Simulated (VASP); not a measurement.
A run of VASP 6.6.1 is set up as follows.

File INCAR:

```
ALGO = Normal ; EDIFF = 1E-8
ENCUT = 650 ; GGA_COMPAT = False
ISIF = 2 ; ISMEAR = -1
LASPH = True ; LCHARG = False
LEFG = True ; LREAL = False
LWAVE = False ; NBANDS = 13
NELM = 120 ; PREC = Accurate
SIGMA = 0.03
```

KPOINTS

```
k-points
0
Gamma
  9 9 9
```

Contents of POSCAR:

```
Li2Se
1.0
    0.0000000000      3.0420111100      3.0420111100
    3.0420111100      0.0000000000      3.0420111100
    3.0420111100      3.0420111100      0.0000000000
Li Se
2 1
Direct
    0.2500000000      0.2500000000      0.2500000000
    0.7500000000      0.7500000000      0.7500000000
    0.0000000000      0.0000000000      0.0000000000
```

Potentials or basis: VASP PAW LDA potentials, release 64 (Li_sv, Se).

Run with:

```bash
$ cat potpaw_LDA.64/Li_sv/POTCAR potpaw_LDA.64/Se/POTCAR > POTCAR
$ mpirun -np 1 vasp_std > vasp.out
```

(1) What does it give for the pressure?

(2) Predict the band gap on the k mesh.

Results:

(1) -3.7 GPa.

(2) 2.91 eV (least direct gap 3.05 eV).

Caveat: the cell stands under tension; an odd mesh through Γ misses points on the zone boundary, where band edges can lie.
